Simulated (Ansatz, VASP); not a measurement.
# One calculation of MoS2, two programs

```
Mo S
1.0
     3.14935    0.00000    0.00000
    -1.57468    2.72742    0.00000
     0.00000    0.00000   12.09075
Mo S
2 4
Direct
  0.33333 0.66667 0.25000
  0.66667 0.33333 0.75000
  0.33333 0.66667 0.62049
  0.66667 0.33333 0.12049
  0.33333 0.66667 0.87951
  0.66667 0.33333 0.37951
```

Alike in both runs: functional PBE; dispersion D3(BJ); k mesh 12 × 12 × 4; occupations gaussian, width 0.02 eV; no spin polarisation.

Ansatz relaxed the structure, and its values are those at the end. VASP's run is a single point on that final structure, the one shown.

|  | VASP | Ansatz |
| --- | --- | --- |
| version | VASP 6.6.1 | Ansatz 0.2.0 |
| potentials or method | VASP PAW PBE potentials, release 64 (Mo_sv, S), cutoff 520 eV | scalar-relativistic, plane waves, PAW |
| valence electrons in the cell | 52 | 52 |

|  | VASP | Ansatz | Ansatz less VASP |
| --- | --- | --- | --- |
| gap on the k mesh at the Fermi level (eV) | 0.80 | 0.78 | -0.016 |
| least direct gap on the mesh (eV) | 1.70 | 1.70 | -0.004 |
| pressure (GPa) | -0.2 | 0.0 | +0.15 |
| rms of the force components (eV/Å) | 0.007 | 0.000 | -0.0063 |
